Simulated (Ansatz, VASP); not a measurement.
Ge: VASP beside Ansatz

```
Ge
1.0
     3.40365   -7.02735    0.00000
     3.40365    7.02735    0.00000
     0.00000    0.00000    4.11009
Ge
8
Cartesian
  2.1493 2.3489 0.0000
  4.6580 -2.3489 0.0000
  4.6580 2.3489 0.0000
  2.1493 -2.3489 0.0000
  5.5496 -1.2575 2.0550
  1.2577 1.2575 2.0550
  1.2577 -1.2575 2.0550
  5.5496 1.2575 2.0550
```

Alike in both runs: functional PBE; k mesh 4 × 4 × 4; occupations gaussian, width 0.1 eV; no spin polarisation.

Ansatz relaxed the structure, and its values are those at the end. VASP's run is a single point on that final structure, the one shown.

|  | VASP | Ansatz |
| --- | --- | --- |
| version | VASP 6.6.1 | Ansatz 0.2.0 |
| potentials or method | VASP PAW PBE potentials, release 64 (Ge_d), cutoff 520 eV | scalar-relativistic, plane waves, PAW |
| valence electrons in the cell | 112 | 112 |

|  | VASP | Ansatz | Ansatz less VASP |
| --- | --- | --- | --- |
| gap on the k mesh at the Fermi level (eV) | 0.14 | 0.14 | 0.000 |
| least direct gap on the mesh (eV) | 0.14 | 0.14 | 0.000 |
| pressure (GPa) | 0.1 | 0.1 | -0.03 |

With one functional, cell and mesh, what is left measures potentials, basis and numerics.
